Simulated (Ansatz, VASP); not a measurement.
# MgCd3O: VASP beside Ansatz

INCAR

```
SYSTEM = MgCd3O
PREC     = Accurate       ! precision mode
ENCUT    = 600            ! plane-wave cutoff, eV
EDIFF    = 1E-6           ! SCF threshold, eV
ISMEAR   = 0              ! smearing method
SIGMA    = 0.1            ! smearing width, eV
LREAL    = .FALSE.        ! projectors in reciprocal space
LASPH    = .TRUE.         ! aspherical terms in the spheres
NELM     = 120            ! most SCF steps
ALGO     = Normal         ! electronic algorithm
ISIF     = 2              ! what is computed and relaxed
LWAVE    = .FALSE.        ! write WAVECAR
LCHARG   = .FALSE.        ! write CHGCAR
GGA      = PE             ! functional
NBANDS   = 30             ! bands
GGA_COMPAT= .FALSE.
```

Contents of KPOINTS:

```
Automatic mesh
0
G
  4 4 4
  0 0 0
```

File POSCAR:

```
MgCd3O
1.0
    4.4126052300      0.0000000000      0.0000000000
    0.0000000000      4.4126052300      0.0000000000
    0.0000000000      0.0000000000      4.4126052300
Mg Cd O
1 3 1
Direct
    0.5000000000      0.5000000000      0.5000000000
    0.5000000000      0.0000000000      0.0000000000
    0.0000000000      0.5000000000      0.0000000000
    0.0000000000      0.0000000000      0.5000000000
    0.0000000000      0.0000000000      0.0000000000
```

Input for Ansatz:

```yaml
crystal:
  lattice:
    - [4.41260523, 0.0, 0.0]
    - [0.0, 4.41260523, 0.0]
    - [0.0, 0.0, 4.41260523]
  atoms:
    - { symbol: Mg, position: [0.5, 0.5, 0.5] }
    - { symbol: Cd, position: [0.5, 0.0, 0.0] }
    - { symbol: Cd, position: [0.0, 0.5, 0.0] }
    - { symbol: Cd, position: [0.0, 0.0, 0.5] }
    - { symbol: O, position: [0.0, 0.0, 0.0] }
basis:
  ecutwfc: 420
kpoints:
  mp_grid: { grid: [4, 4, 4] }
hamiltonian:
  xc: pbe
scf:
  occupations: { method: gaussian, width: 0.1 }
  lower_state_search: "off"
output:
  forces: true
  stress: true
  eigenvalues: true
```

Change from the starting cell: species swapped into the KMnF3 type (Pm-3m, No. 221).

Alike in both runs: task single point; functional PBE; k mesh 4 × 4 × 4; occupations gaussian, width 0.1 eV; no spin polarisation.

|  | VASP | Ansatz |
| --- | --- | --- |
| version | VASP 6.6.1 | Ansatz 0.2.0 |
| potentials or method | VASP PAW PBE potentials, release 64 (Mg, Cd, O), cutoff 600 eV | scalar-relativistic, plane waves, PAW |
| valence electrons in the cell | 44 | 76 |

Ansatz gave:

| Item | Value |
| --- | --- |
| gap on the k mesh at the Fermi level (eV) | none |
| pressure (GPa) | 16.5 |

Q: Which values does VASP return?

A: gap on the k mesh at the Fermi level (eV): none; pressure (GPa): 17.3.

A gap of «none» marks a metal or a gap that the smearing closes. With one functional, cell and mesh, what is left measures potentials, basis and numerics. VASP's potentials hold 44 valence electrons a cell and Ansatz's 76, so a difference there can come from the potentials and not from the codes.
